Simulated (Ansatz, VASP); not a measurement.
## Cd2S: VASP beside Ansatz

```
Cd S
1.0
    -2.60598    2.60598    3.70297
     2.60598   -2.60598    3.70297
     2.60598    2.60598   -3.70297
Cd S
2 1
Direct
  0.67535 0.67535 0.00000
  0.32465 0.32465 0.00000
  0.00000 0.00000 0.00000
```

Alike in both runs: functional PBE; k mesh 10 × 10 × 10; occupations gaussian, width 0.01 eV; no spin polarisation.

Ansatz relaxed the structure, and its values are those at the end. VASP's run is a single point on that final structure, the one shown.

```csv
,VASP,Ansatz
version,VASP 6.6.1,Ansatz 0.2.0
potentials or method,"VASP PAW PBE potentials, release 64 (Cd, S), cutoff 520 eV","scalar-relativistic, plane waves, PAW"
valence electrons in the cell,30,46
```

VASP gave:

* gap on the k mesh at the Fermi level (eV): 0.22
* least direct gap on the mesh (eV): 0.22
* pressure (GPa): 0.2
* rms of the force components (eV/Å): 0.004

**Question.** Estimate Ansatz's values.

**Answer.** gap on the k mesh at the Fermi level (eV): 0.23; least direct gap on the mesh (eV): 0.23; pressure (GPa): 0.0; rms of the force components (eV/Å): 0.000.

With one functional, cell and mesh, what is left measures potentials, basis and numerics. VASP's potentials hold 30 valence electrons a cell and Ansatz's 46, so a difference there can come from the potentials and not from the codes.
